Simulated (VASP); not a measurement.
TiO2:

```
Ti O
1.0
     4.64328    0.00000    0.00000
     0.00000    4.64328    0.00000
     0.00000    0.00000    2.96388
Ti O
2 4
Direct
  0.00000 0.00000 0.00000
  0.50000 0.50000 0.50000
  0.30513 0.30513 0.00000
  0.19487 0.80513 0.50000
  0.69487 0.69487 0.00000
  0.80513 0.19487 0.50000
```

| Property | Result |
| --- | --- |
| Program | VASP 6.6.1 |
| Task | relaxation of cell and atoms |
| Functional | LDA |
| Potentials or basis | VASP PAW LDA potentials, release 64 (Ti_sv, O) |
| Cutoff | 600 eV |
| k mesh | 6 × 6 × 10 |
| Occupations | gaussian, width 0.02 eV |
| Spin | no spin polarisation |

At the start: pressure -12.0 GPa; volume 10.65 Å³/atom.

Task: How do energy, volume and symmetry change on relaxing?

Result: Over 9 steps the energy falls by 21.5 meV/atom and the volume is 10.09 Å³/atom (-5.3 %); space group P4_2/mnm (No. 136, to 0.1 Å) before and after.

The path:
```csv
step,energy change (eV),largest force (eV/Å),pressure (GPa),volume (Å³)
1,0.0000,0.1029,-11.96,63.90
2,0.1278,0.7714,20.61,56.83
3,-0.1218,0.2117,-0.40,60.86
4,-0.1219,0.2188,-0.15,60.80
5,-0.1288,0.0249,0.04,60.56
6,-0.1289,0.0074,0.08,60.52
7,-0.1290,0.0046,-0.10,60.56
8,-0.1290,0.0051,-0.07,60.55
9,-0.1290,0.0035,0.02,60.53
```

Final structure:
```
Ti O
1.0
     4.55161    0.00000    0.00000
     0.00000    4.55161    0.00000
     0.00000    0.00000    2.92182
Ti O
2 4
Direct
  0.00000 0.00000 0.00000
  0.50000 0.50000 0.50000
  0.30387 0.30387 0.00000
  0.19614 0.80387 0.50000
  0.69614 0.69614 0.00000
  0.80387 0.19614 0.50000
```
